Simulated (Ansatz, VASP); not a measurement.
**CdF2 in VASP and in Ansatz**

```xyz
3
Lattice="0.0000 2.6826 2.6826 2.6826 0.0000 2.6826 2.6826 2.6826 0.0000" Properties=species:S:1:pos:R:3 pbc="T T T"
Cd    0.0000    0.0000    0.0000
F     1.3413    1.3413    1.3413
F     4.0239    4.0239    4.0239
```

Alike in both runs: task single point; functional PBE-based screened hybrid with a share of 1.0 of exact exchange and HFSCREEN = 0.5; k mesh 4 × 4 × 4; no spin polarisation.

|  | VASP | Ansatz |
| --- | --- | --- |
| version | VASP 6.6.1 | Ansatz 0.2.0 |
| potentials or method | VASP PAW PBE potentials, release 64 (Cd, F) | plane waves |
| plane-wave cutoff (eV) | 520 | 420 |
| occupations | gaussian, width 0.01 eV | fixed |
| valence electrons in the cell | 26 | 34 |

```tsv
	VASP	Ansatz	Ansatz less VASP
gap on the k mesh at the Fermi level (eV)	8.98	9.10	+0.116
pressure (GPa)	-2.8	-4.4	-1.56
```

VASP's potentials were made for PBE, not for PBE-based screened hybrid. VASP's potentials hold 26 valence electrons a cell and Ansatz's 34, so a difference there can come from the potentials and not from the codes. Ansatz's warnings: stress exchange threshold loose, stress scf threshold loose.

The k mesh is coarse, so the values compare programs but aren't converged.
